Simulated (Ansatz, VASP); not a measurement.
Zn2CdSe3: VASP beside Ansatz

Contents of POSCAR:

```
Zn2CdSe3
1.0
    4.1484553763      0.0000000000      0.0000000000
   -2.0742276881      3.5926677423      0.0000000000
    0.0000000000      0.0000000000     20.5700493291
Zn Cd Se
4 2 6
Direct
    0.3333333333      0.6666666667      0.9976824627
    0.3333333333      0.6666666667      0.3387042248
    0.6666666667      0.3333333333      0.4976824627
    0.6666666667      0.3333333333      0.8387042248
    0.3333333333      0.6666666667      0.6705412087
    0.6666666667      0.3333333333      0.1705412087
    0.3333333333      0.6666666667      0.1181549521
    0.3333333333      0.6666666667      0.4596596377
    0.3333333333      0.6666666667      0.8002575040
    0.6666666667      0.3333333333      0.3002575040
    0.6666666667      0.3333333333      0.6181549521
    0.6666666667      0.3333333333      0.9596596377
```

Contents of INCAR.step1:

```
  PREC = Accurate
  ENCUT = 520
  ISMEAR = 0
  SIGMA = 0.02
  LREAL = False
  LASPH = True
  NELM = 60
  NBANDS = 66
  GGA = PE
  ALGO = Normal
  EDIFF = 1E-4
  LWAVE = True
  LCHARG = False
```

Contents of INCAR.step2:

```
  PREC = Accurate
  ENCUT = 520
  EDIFF = 1E-7
  ISMEAR = 0
  SIGMA = 0.02
  LREAL = False
  LASPH = True
  NELM = 60
  ALGO = Normal
  ISIF = 2
  LWAVE = False
  LCHARG = True
  METAGGA = R2SCAN
  LMIXTAU = True
  LELF = True
  LVHAR = True
  NBANDS = 66
  ISTART = 1
```

The input KPOINTS:

```
Automatic mesh
0
Gamma
  6 6 2
```

Input for Ansatz:

```yaml
crystal:
  lattice:
    - [4.1484553763, 0.0, 0.0]
    - [-2.0742276881, 3.5926677423, 0.0]
    - [0.0, 0.0, 20.5700493291]
  atoms:
    - { symbol: Zn, position: [0.3333333333, 0.6666666667, 0.9976824627] }
    - { symbol: Zn, position: [0.3333333333, 0.6666666667, 0.3387042248] }
    - { symbol: Zn, position: [0.6666666667, 0.3333333333, 0.4976824627] }
    - { symbol: Zn, position: [0.6666666667, 0.3333333333, 0.8387042248] }
    - { symbol: Cd, position: [0.3333333333, 0.6666666667, 0.6705412087] }
    - { symbol: Cd, position: [0.6666666667, 0.3333333333, 0.1705412087] }
    - { symbol: Se, position: [0.3333333333, 0.6666666667, 0.1181549521] }
    - { symbol: Se, position: [0.3333333333, 0.6666666667, 0.4596596377] }
    - { symbol: Se, position: [0.3333333333, 0.6666666667, 0.800257504] }
    - { symbol: Se, position: [0.6666666667, 0.3333333333, 0.300257504] }
    - { symbol: Se, position: [0.6666666667, 0.3333333333, 0.6181549521] }
    - { symbol: Se, position: [0.6666666667, 0.3333333333, 0.9596596377] }
basis:
  ecutwfc: 500
kpoints:
  mp_grid: { grid: [6, 6, 2] }
  band_path:
    path:
      - [[0.0, 0.0, 0.0], [0.5, 0.0, 0.0], [0.33333333, 0.33333333, 0.0], [0.0, 0.0, 0.0], [0.0, 0.0, 0.5], [0.5, 0.0, 0.5], [0.33333333, 0.33333333, 0.5], [0.0, 0.0, 0.5]]
      - [[0.5, 0.0, 0.5], [0.5, 0.0, 0.0]]
      - [[0.33333333, 0.33333333, 0.5], [0.33333333, 0.33333333, 0.0]]
    npoints: 10
hamiltonian:
  xc: r2scan
scf:
  occupations: { method: gaussian, width: 0.02 }
  n_extra_bands: 30
output:
  forces: true
  stress: true
  eigenvalues: true
  populations: true
  dos: { projected: true, de: 0.02, nscf_kmesh: { grid: [9, 9, 3] } }
  bader: false
  write_density: true
  write_potential: true
  elf: true
  volumetric_format: npy
```

Alike in both runs: task single point; functional r2SCAN; k mesh 6 × 6 × 2; occupations gaussian, width 0.02 eV; no spin polarisation.

|  | VASP | Ansatz |
| --- | --- | --- |
| version | VASP 6.6.1 | Ansatz 0.2.0 |
| potentials or method | VASP PAW PBE potentials, release 64 (Zn, Cd, Se), cutoff 520 eV | scalar-relativistic, plane waves, PAW |
| valence electrons in the cell | 108 | 184 |

|  | VASP | Ansatz | Ansatz less VASP |
| --- | --- | --- | --- |
| gap on the k mesh at the Fermi level (eV) | 1.25 | 1.26 | +0.010 |
| least direct gap on the mesh (eV) | 1.25 | 1.26 | +0.010 |
| pressure (GPa) | -1.7 | -1.9 | -0.16 |
| traceless stress, the component that is largest in VASP (GPa) | -0.05 | -0.02 | +0.037 |
| rms of the force components (eV/Å) | 0.018 | 0.015 | -0.0031 |

VASP's potentials were made for PBE, not for r2SCAN. Atom by atom the forces differ by 0.007 eV/Å (rms over components). VASP's potentials hold 108 valence electrons a cell and Ansatz's 184, so a difference there can come from the potentials and not from the codes. Ansatz's warnings: k point list ram cut.
